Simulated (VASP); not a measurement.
# Mg4HO8 (a cell with a defect) in VASP: a series of runs

The runs below take Mg4HO8 (a cell with a defect) through single point, with LDA.

All numbers are computed with VASP 6.6.1; they aren't measurements. Logs are shortened: lines on timing, memory, paths and dates and some standing lists are left out, and cuts for length are marked.

## 1. The cell of the first run

The cell holds a defect, 13 atoms: a = 4.968 Å, b = 4.968 Å, c = 4.968 Å, α = 77.69°, β = 77.69°, γ = 77.69°.

## 2. Single point, LDA

File INCAR:

```
PREC = Accurate
ENCUT = 520
EDIFF = 1E-6
ISMEAR = 0
SIGMA = 0.05
LREAL = F
LASPH = T
NELM = 100
ALGO = Normal
ISIF = 2
LWAVE = F
LCHARG = F
GGA = CA
NBANDS = 40
NELECT = 56.0
```

File KPOINTS:

```
Automatic mesh
0
Gamma
  6 6 6
```

File POSCAR:

```
Mg4HO8
1.0
   -3.1159510607     -1.7989951837      3.4255732540
    3.1159510607     -1.7989951837      3.4255732540
    0.0000000000      3.5979903674      3.4255732540
Mg O H
4 8 1
Direct
    0.0000000000      0.0000000000      0.0000000000
    0.5000000000      0.5000000000      0.0000000000
    0.5000000000      0.0000000000      0.5000000000
    0.0000000000      0.5000000000      0.5000000000
    0.4294242759      0.4294242759      0.4294242759
    0.9294242759      0.9294242759      0.4294242759
    0.9294242759      0.4294242759      0.9294242759
    0.4294242759      0.9294242759      0.9294242759
    0.5705757241      0.5705757241      0.5705757241
    0.0705757241      0.0705757241      0.5705757241
    0.0705757241      0.5705757241      0.0705757241
    0.5705757241      0.0705757241      0.0705757241
    1.0416873991      1.0416873991      0.4166873991
```

Potentials or basis: VASP PAW LDA potentials, release 64 (Mg, O, H).

Launch:

```bash
$ cat potpaw_LDA.64/Mg/POTCAR potpaw_LDA.64/O/POTCAR potpaw_LDA.64/H/POTCAR > POTCAR
$ mpirun -np 1 vasp_std > vasp.out
```

OUTCAR:

```text
PREC = Accurate
   ENCUT = 520
   EDIFF = 1E-6
   ISMEAR = 0
   LREAL = F
   LASPH = T
   NELM = 100
   ISIF = 2
   GGA = CA
   NELECT = 56.0

 ion  position               nearest neighbor table
   1  0.000  0.000  0.000-   7 2.05   8 2.05  11 2.05  12 2.05   6 2.05  10 2.05  13 2.18   2 3.12
                             2 3.12   3 3.12   4 3.12   4 3.12   3 3.12
   2  0.500  0.500  0.000-   7 2.05   8 2.05  11 2.05  12 2.05   5 2.05   9 2.05   1 3.12   1 3.12
                             3 3.12   3 3.12   4 3.12   4 3.12
   3  0.500  0.000  0.500-   5 2.05   6 2.05   9 2.05  10 2.05   8 2.05  12 2.05   4 3.12   4 3.12
                             2 3.12   1 3.12   1 3.12   2 3.12
   4  0.000  0.500  0.500-   5 2.05   6 2.05   9 2.05  10 2.05   7 2.05  11 2.05   3 3.12   3 3.12
                             1 3.12   1 3.12   2 3.12   2 3.12
   5  0.429  0.429  0.429-   9 1.45   4 2.05   3 2.05   2 2.05
   6  0.929  0.929  0.429-  13 0.85  10 1.45   3 2.05   4 2.05   1 2.05
   7  0.929  0.429  0.929-  11 1.45   2 2.05   1 2.05   4 2.05
   8  0.429  0.929  0.929-  12 1.45   2 2.05   1 2.05   3 2.05
   9  0.571  0.571  0.571-   5 1.45   4 2.05   3 2.05   2 2.05
  10  0.071  0.071  0.571-  13 0.85   6 1.45   3 2.05   4 2.05   1 2.05
  11  0.071  0.571  0.071-   7 1.45   2 2.05   1 2.05   4 2.05
  12  0.571  0.071  0.071-   8 1.45   2 2.05   1 2.05   3 2.05
  13  0.042  0.042  0.417-  10 0.85   6 0.85   1 2.18

  LATTYP: Found a trigonal (rhomboedric) cell.
 ALAT       =     4.9679056757
 COS(alpha) =     0.2131996058

  Lattice vectors:

 A1 = (  -3.1159510607,  -1.7989951837,   3.4255732540)
 A2 = (   3.1159510607,  -1.7989951837,   3.4255732540)
 A3 = (   0.0000000000,   3.5979903674,   3.4255732540)

Analysis of symmetry for initial positions (statically):
=====================================================================
 Subroutine PRICEL returns:
 Original cell was already a primitive cell.

 Routine SETGRP: Setting up the symmetry group for a
 trigonal (rhombohedral) supercell.

 Subroutine GETGRP returns: Found  2 space group operations
 (whereof  2 operations were pure point group operations)
 out of a pool of 12 trial point group operations.

The static configuration has the point symmetry C_1h.

Analysis of symmetry for dynamics (positions and initial velocities):
=====================================================================
 Subroutine PRICEL returns:
 Original cell was already a primitive cell.

 Routine SETGRP: Setting up the symmetry group for a
 trigonal (rhombohedral) supercell.

 Subroutine GETGRP returns: Found  2 space group operations
 (whereof  2 operations were pure point group operations)
 out of a pool of 12 trial point group operations.

The dynamic configuration has the point symmetry C_1h.

 Subroutine INISYM returns: Found  2 space group operations
 (whereof  2 operations are pure point group operations),
 and found     1 'primitive' translations

----------------------------------------------------------------------------------------

                                     Primitive cell

  volume of cell :     115.2140

  direct lattice vectors                    reciprocal lattice vectors
    -3.115951061 -1.798995184  3.425573254    -0.160464651 -0.092644310  0.097307314
     3.115951061 -1.798995184  3.425573254     0.160464651 -0.092644310  0.097307314
     0.000000000  3.597990367  3.425573254     0.000000000  0.185288619  0.097307314

  length of vectors
     4.967905676  4.967905676  4.967905676     0.209285895  0.209285895  0.209285895

  position of ions in fractional coordinates (direct lattice)
     0.000000000  0.000000000  0.000000000
     0.500000000  0.500000000  0.000000000
     0.500000000  1.000000000  0.500000000
     1.000000000  0.500000000  0.500000000
     0.429424276  0.429424276  0.429424276
     0.929424276  0.929424276  0.429424276
     0.929424276  0.429424276  0.929424276
     0.429424276  0.929424276  0.929424276
     0.570575724  0.570575724  0.570575724
     0.070575724  0.070575724  0.570575724
     0.070575724  0.570575724  0.070575724
     0.570575724  0.070575724  0.070575724
     0.041687399  0.041687399  0.416687399

  ion indices of the primitive-cell ions
   primitive index   ion index
                 1           1
                 2           2
                 3           3
                 4           4
                 5           5
                 6           6
                 7           7
                 8           8
                 9           9
                10          10
                11          11
                12          12
                13          13

----------------------------------------------------------------------------------------

 KPOINTS: Automatic mesh

Automatic generation of k-mesh.
 Grid dimensions read from file:
 generate k-points for:    6    6    6

 Generating k-lattice:

  Cartesian coordinates                     Fractional coordinates (reciprocal lattice)
    -0.026744109 -0.015440718  0.016217886     0.166666667 -0.000000000  0.000000000
     0.026744109 -0.015440718  0.016217886    -0.000000000  0.166666667  0.000000000
     0.000000000  0.030881437  0.016217886     0.000000000  0.000000000  0.166666667

  Length of vectors
     0.034880982  0.034880982  0.034880982

  Shift w.r.t. Gamma in fractional coordinates (k-lattice)
     0.000000000  0.000000000  0.000000000

 Subroutine IBZKPT returns following result:
 ===========================================

 Found     68 irreducible k-points:

 Following reciprocal coordinates:
            Coordinates               Weight
  0.000000  0.000000  0.000000      1.000000
  0.166667 -0.000000  0.000000      4.000000
  0.000000  0.000000  0.166667      2.000000
  0.333333 -0.000000 -0.000000      4.000000
 -0.000000 -0.000000  0.333333      2.000000
  0.500000 -0.000000  0.000000      2.000000
[... 16 lines left out ...]
  0.500000  0.333333 -0.000000      4.000000
  0.500000 -0.000000 -0.333333      4.000000
 [... further k-points ...]
   k-points           NKPTS =     68   k-points in BZ     NKDIM =     68   number of bands    NBANDS=     40
   number of dos      NEDOS =    301   number of ions     NIONS =     13
   total plane-waves  NPLWV =  64000
   dimension x,y,z NGX =    40 NGY =   40 NGZ =   40
   dimension x,y,z NGXF=    80 NGYF=   80 NGZF=   80
   ions per type =               4   8   1
   NGX,Y,Z   is equivalent  to a cutoff of  13.39, 13.39, 13.39 a.u.
   NGXF,Y,Z  is equivalent  to a cutoff of  26.77, 26.77, 26.77 a.u.
 SYSTEM =  unknown system
   PREC   = accura    normal or accurate (medium, high low for compatibility)
   ISTART =      0    job   : 0-new  1-cont  2-samecut
   ICHARG =      2    charge: 1-file 2-atom 10-const
   ISPIN  =      1    spin polarized calculation?
   LNONCOLLINEAR =      F non collinear calculations
   LSORBIT =      F    spin-orbit coupling
   LASPH  =      T    aspherical Exc in radial PAW
   ENCUT  =  520.0 eV  38.22 Ry    6.18 a.u.   9.24  9.24  9.24*2*pi/ulx,y,z
   NELM   =    100;   NELMIN=  2; NELMDL= -5     # of ELM steps
   EDIFF  = 0.1E-05   stopping-criterion for ELM
   LREAL  =      F    real-space projection
   EDIFFG = 0.1E-04   stopping-criterion for IOM
   NSW    =      0    number of steps for IOM
   IBRION =     -1    ionic relax: 0-MD 1-quasi-New 2-CG
   NFREE  =      0    steps in history (QN), initial steepest desc. (CG)
   ISIF   =      2    stress and relaxation
   ISYM   =      2    0-nonsym 1-usesym 2-fastsym
   POTIM  = 0.5000    time-step for ionic-motion
   TEBEG  =    0.0;   TEEND  =   0.0 temperature during run
   PSTRESS=    0.0 pullay stress
   NELECT =      56.0000    total number of electrons
   NUPDOWN=      -1.0000    fix difference up-down
   EMIN   =  10.00;   EMAX   =-10.00  energy-range for DOS
   EFERMI =   0.00;   METHOD = LEGACY
   ISMEAR =     0;   SIGMA  =   0.05  broadening in eV -4-tet -1-fermi 0-gaus
   EFERMI_NEDOS =   21; number of points for ismear=-14 and -15
   IALGO  =     38    algorithm
   IMIX   =      4    mixing-type and parameters
     AMIX     =   0.40;   BMIX     =  1.00
     AMIX_MAG =   1.60;   BMIX_MAG =  1.00
  volume/ion in A,a.u.               =       8.86        59.81
  Fermi-wavevector in a.u.,A,eV,Ry     =   1.287170  2.432398 22.542210  1.656806
  Thomas-Fermi vector in A             =   2.419200
   LORBIT       =      0    0 simple, 1 ext, 2 COOP (PROOUT), +10 PAW based schemes
   GGA     = CA    functional components
   LHFCALC =     F    Hartree Fock is set to
   AEXX    =    0.0000 exact exchange contribution
   IVDW    =     0    specifies the selected vdW correction
   LEPSILON=     F    determine dielectric tensor
   LRPA    =     F    only Hartree local field effects (RPA)
 non-spin polarized calculation
 Gauss-broadening in eV      SIGMA  =   0.05
  energy-cutoff  :      520.00
  volume of cell :      115.21
 maximum number of plane-waves:      3126
 NGX is ok and might be reduce to    40
   NGX = 19   NGY = 19   NGZ = 19

 number of electron      55.9999981 magnetization

 Free energy of the ion-electron system (eV)
  ---------------------------------------------------
  ext. energy  EPLUGINS =         0.00000000
  ---------------------------------------------------
  free energy    TOTEN  =       -75.09968953 eV

  energy without entropy =      -75.09968953  energy(sigma->0) =      -75.09968953

 E-fermi :   3.5396     XC(G=0): -11.1326

 val. band max:        3.3402500405   @ k =   0.0000   0.0000   0.0000
 cond. band min:       3.9941752758   @ k =   0.5000   0.5000   0.5000
 fundamental gap:      0.6539252353
 Fermi energy:         3.5396469446

 k-point     1 :       0.0000    0.0000    0.0000
  band No.  band energies     occupation
      1     -25.1087      2.00000
      2     -18.1232      2.00000
      3     -17.6091      2.00000
      4     -17.5738      2.00000
      5     -13.9235      2.00000
      6     -11.5573      2.00000
[... 32 lines left out ...]
     39      14.7445      0.00000
[... 988 lines left out ...]
     39      13.9003      0.00000
     40      14.2055      0.00000

 [... further k-points ...]
[... 5 lines left out ...]
  --------------------------------------------------------------------------------------
  -------------------------------------------------------------------------------------
  Total       -7.0807769      1.6481146     22.8625396      0.0000000      0.6128867      0.0000000
  in kB      -98.4660129     22.9188518    317.9288321      0.0000000      8.5228653      0.0000000
  external PRESSURE =      80.7938903 kB  Pullay stress =       0.0000000 kB

 VOLUME and BASIS-vectors are now :
 -----------------------------------------------------------------------------
  energy-cutoff  :      520.00
  volume of cell :      115.21
      direct lattice vectors                 reciprocal lattice vectors
    -3.115951061 -1.798995184  3.425573254    -0.160464651 -0.092644310  0.097307314
     3.115951061 -1.798995184  3.425573254     0.160464651 -0.092644310  0.097307314
     0.000000000  3.597990367  3.425573254     0.000000000  0.185288619  0.097307314

 POSITION                                       TOTAL-FORCE (eV/Angst)
 -----------------------------------------------------------------------------------
      0.00000      0.00000      0.00000         0.000000     -0.510226     -0.608586
      0.00000     -1.79900      3.42557         0.000000     -0.070755      0.002414
     -1.55798      0.89950      3.42557        -0.315381      0.055260      0.267887
      1.55798      0.89950      3.42557         0.315381      0.055260      0.267887
      0.00000      0.00000      4.41307         0.000000      0.044000     -0.266137
      0.00000     -1.79900      7.83865         0.000000     10.435725    -20.102930
     -1.55798      0.89950      7.83865        -0.053511      0.081177     -0.141537
      1.55798      0.89950      7.83865         0.053511      0.081177     -0.141537
      0.00000      0.00000      5.86365         0.000000      0.027041      0.099522
      0.00000      1.79900      2.43807         0.000000     10.300986     20.146671
      1.55798     -0.89950      2.43807        -0.012664      0.092214      0.226087
     -1.55798     -0.89950      2.43807         0.012664      0.092214      0.226087
      0.00000      1.34925      1.71300         0.000000    -20.684076      0.024172
 -----------------------------------------------------------------------------------
    total drift:                               -0.000000      0.000288      0.000445

  FREE ENERGIE OF THE ION-ELECTRON SYSTEM (eV)
  ---------------------------------------------------
  free  energy   TOTEN  =       -75.0996895290 eV

  energy  without entropy=      -75.0996895290  energy(sigma->0) =      -75.09968953
```

It took 6.7 min on 1 thread of Oxide Virtual Turin-like, shared host; peak memory 0.33 GiB.

Results:

```yaml
Free_energy: -75.0997 eV
Largest_force: 22.650 eV/Å
```

Forces on the atoms (eV/Å):
```
Mg    0.000  -0.510  -0.609
Mg    0.000  -0.071   0.002
Mg   -0.315   0.055   0.268
Mg    0.315   0.055   0.268
O     0.000   0.044  -0.266
O     0.000  10.436 -20.103
O    -0.054   0.081  -0.142
O     0.054   0.081  -0.142
O     0.000   0.027   0.100
O     0.000  10.301  20.147
O    -0.013   0.092   0.226
O     0.013   0.092   0.226
H     0.000 -20.684   0.024
```

Levels at points of the mesh, in eV from the Fermi level:
| k point | band 25 | band 26 | band 27 | band 28 | band 29 | band 30 | band 31 | band 32 |
| --- | --- | --- | --- | --- | --- | --- | --- | --- |
| (0.00, 0.00, 0.00) | -1.44 | -0.49 | -0.48 | -0.20 | 0.70 | 3.76 | 3.77 | 4.21 |
| (0.50, 0.00, 0.00) | -1.21 | -1.08 | -0.65 | -0.47 | 0.96 | 3.90 | 4.10 | 4.23 |
| (0.00, 0.00, 0.50) | -1.08 | -1.08 | -0.67 | -0.50 | 0.96 | 3.89 | 4.09 | 4.26 |
| (0.50, 0.50, 0.00) | -1.16 | -1.04 | -1.00 | -0.68 | 0.91 | 3.58 | 4.14 | 4.60 |
| (0.50, 0.00, 0.50) | -1.19 | -1.12 | -0.97 | -0.66 | 0.92 | 3.58 | 4.14 | 4.61 |
| (0.50, 0.50, 0.50) | -1.31 | -1.31 | -0.28 | -0.23 | 0.45 | 3.26 | 4.24 | 4.36 |

Caveat: the cell carries a net charge on a neutralising background, which shifts energy and pressure; the cell is charged against a uniform background, so pressure and absolute levels hang on convention.

## 3. Single point, LDA

File INCAR:

```
SYSTEM = Mg4HO8
PREC = Accurate
ENCUT = 520
EDIFF = 1E-6
ISMEAR = 0
SIGMA = 0.05
LREAL = .False.
LASPH = .True.
NELM = 100
ALGO = Normal
ISIF = 2
LWAVE = .False.
LCHARG = .False.
NBANDS = 40
NELECT = 56.0
```

File KPOINTS:

```
Automatic mesh
0
Gamma
  6 6 6
  0 0 0
```

Changes to POSCAR since step 2:

```diff
@@ -20,2 +20,2 @@
     0.5705757241      0.0705757241      0.0705757241
-    1.0416873991      1.0416873991      0.4166873991
+    1.2916873991      1.2916873991     -0.0833126009
```

Potentials or basis: VASP PAW LDA potentials, release 64 (Mg, O, H).

Launch:

```bash
$ cat potpaw_LDA.64/Mg/POTCAR potpaw_LDA.64/O/POTCAR potpaw_LDA.64/H/POTCAR > POTCAR
$ mpirun -np 1 vasp_std > vasp.out
```

Run time: 7.6 min. Hardware: 1 thread of Oxide Virtual Turin-like, shared host; peak memory 0.33 GiB.

The run converged. Its results:

```
Free energy   : -78.3466 eV
Largest force : 2.560 eV/Å
```

Forces on the atoms (eV/Å):
```
Mg   0.000  0.401 -0.537
Mg   0.000 -0.598  2.489
Mg  -0.135 -0.053 -0.078
Mg   0.135 -0.053 -0.078
O    0.000  0.200 -0.443
O    0.000  0.023 -0.219
O   -0.955 -0.321 -1.055
O    0.955 -0.321 -1.055
O    0.000  0.262  0.343
O    0.000 -0.027  0.173
O   -1.184 -0.309  0.885
O    1.184 -0.309  0.885
H    0.000  1.104 -1.311
```

Levels at points of the mesh, in eV from the Fermi level:
| k point | band 25 | band 26 | band 27 | band 28 | band 29 | band 30 | band 31 | band 32 |
| --- | --- | --- | --- | --- | --- | --- | --- | --- |
| (0.00, 0.00, 0.00) | -0.96 | -0.45 | -0.11 | -0.09 | 0.06 | 3.24 | 3.53 | 4.07 |
| (0.50, 0.00, 0.00) | -0.78 | -0.62 | -0.58 | -0.44 | 0.90 | 3.56 | 3.58 | 4.39 |
| (0.00, 0.00, 0.50) | -1.36 | -1.14 | -0.39 | -0.15 | 0.51 | 3.40 | 3.88 | 4.17 |
| (0.50, 0.50, 0.00) | -1.31 | -1.30 | -0.63 | -0.33 | 0.49 | 3.14 | 4.05 | 4.11 |
| (0.50, 0.00, 0.50) | -0.91 | -0.77 | -0.73 | -0.54 | 0.87 | 3.36 | 3.43 | 4.57 |
| (0.50, 0.50, 0.50) | -1.07 | -0.98 | -0.04 | -0.02 | 0.08 | 2.40 | 3.85 | 4.32 |

Caveat: the cell carries a net charge on a neutralising background, which shifts energy and pressure; the cell is charged against a uniform background, so pressure and absolute levels hang on convention.

## 4. Single point, LDA

File INCAR:

```
ALGO = Normal ; EDIFF = 1E-6
ENCUT = 520 ; GGA = CA
ISIF = 2 ; ISMEAR = 0
LASPH = T ; LCHARG = F
LREAL = F ; LWAVE = F
NBANDS = 40 ; NELECT = 56.0
NELM = 60 ; PREC = Accurate
SIGMA = 0.05
```

File KPOINTS:

```
k-points
0
Gamma
  6 6 6
```

Changes to POSCAR since step 3:

```diff
@@ -20,2 +20,2 @@
     0.5705757241      0.0705757241      0.0705757241
-    1.2916873991      1.2916873991     -0.0833126009
+    1.1250207325      1.1250207325      0.2500207325
```

Launch:

```bash
$ cat potpaw_LDA.64/Mg/POTCAR potpaw_LDA.64/O/POTCAR potpaw_LDA.64/H/POTCAR > POTCAR
$ mpirun -np 1 vasp_std > vasp.out
```

Wall time 4.9 min (1 thread of Oxide Virtual Turin-like, shared host); peak memory 0.33 GiB.

The run converged. Its results:

```yaml
Free_energy: -78.5642 eV
Largest_force: 2.811 eV/Å
```

Forces in eV/Å, atoms in the order of the input:
```
Mg   0.000 -0.594 -2.534
Mg   0.000 -0.125  0.055
Mg  -0.268  0.131  0.296
Mg   0.268  0.131  0.296
O    0.000  0.000 -0.249
O    0.000 -1.673 -1.268
O   -0.384  0.333 -0.463
O    0.384  0.333 -0.463
O    0.000  0.017  0.271
O    0.000 -1.474  1.464
O   -0.274  0.244  0.594
O    0.274  0.244  0.594
H    0.000  2.433  1.407
```

Levels at points of the mesh, in eV from the Fermi level:
```
           k point  band 26  band 27  band 28  band 29  band 30  band 31
(0.00, 0.00, 0.00)    -0.53    -0.31    -0.21     0.23     2.64     3.66
(0.50, 0.00, 0.00)    -1.06    -0.61    -0.39     0.85     2.85     3.89
(0.00, 0.00, 0.50)    -0.81    -0.74    -0.63     1.12     2.85     3.80
(0.50, 0.50, 0.00)    -0.91    -0.84    -0.77     1.08     2.74     3.51
(0.50, 0.00, 0.50)    -1.21    -0.84    -0.56     0.83     2.71     3.75
(0.50, 0.50, 0.50)    -1.22    -0.19    -0.17     0.24     2.06     3.60
```

Caveat: the cell carries a net charge on a neutralising background, which shifts energy and pressure; the cell is charged against a uniform background, so pressure and absolute levels hang on convention.
